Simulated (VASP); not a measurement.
Wanted: the native input for a VASP 6.6.1 run.

```yaml
Task: single point
Functional: LDA
Potentials_or_basis: VASP PAW LDA potentials, release 64 (Si, C)
Cutoff: 600 eV
k_mesh: 8 × 8 × 8
Occupations: gaussian, width 0.01 eV
Spin: no spin polarisation
Dipole_correction: no
Further_INCAR_settings: ALGO = Normal; EDIFF = 1e-06; NBANDS = 11
```

The structure of SiC lies in POSCAR:

```
SiC
1.0
    0.0000000000      2.1645175464      2.1645175464
    2.1645175464      0.0000000000      2.1645175464
    2.1645175464      2.1645175464      0.0000000000
Si C
1 1
Direct
    0.0000000000      0.0000000000      0.0000000000
    0.2500000000      0.2500000000      0.2500000000
```

The input as run:

INCAR

```
SYSTEM = SiC
  ALGO = Normal
  EDIFF = 1E-6
  ENCUT = 600
  GGA = CA
  GGA_COMPAT = .FALSE.
  ISIF = 2
  ISMEAR = 0
  LASPH = .TRUE.
  LCHARG = .FALSE.
  LREAL = .FALSE.
  LWAVE = .FALSE.
  NBANDS = 11
  NELM = 120
  PREC = Accurate
  SIGMA = 0.01
```

KPOINTS

```
k-points
0
G
  8 8 8
  0 0 0
```

Potentials or basis: VASP PAW LDA potentials, release 64 (Si, C).

Launch:

```console
$ cat potpaw_LDA.64/Si/POTCAR potpaw_LDA.64/C/POTCAR > POTCAR
$ mpirun -np 1 vasp_std > vasp.out
```

It gave:

```json
{
  "Pressure": "0.3 GPa",
  "Band gap on the k mesh": "1.29 eV (least direct gap 4.52 eV)"
}
```

Wall time 3.3 s on 1 thread of Intel(R) Xeon(R) Platinum 8488C (Sapphire Rapids), on a shared host, peak memory 0.12 GiB.
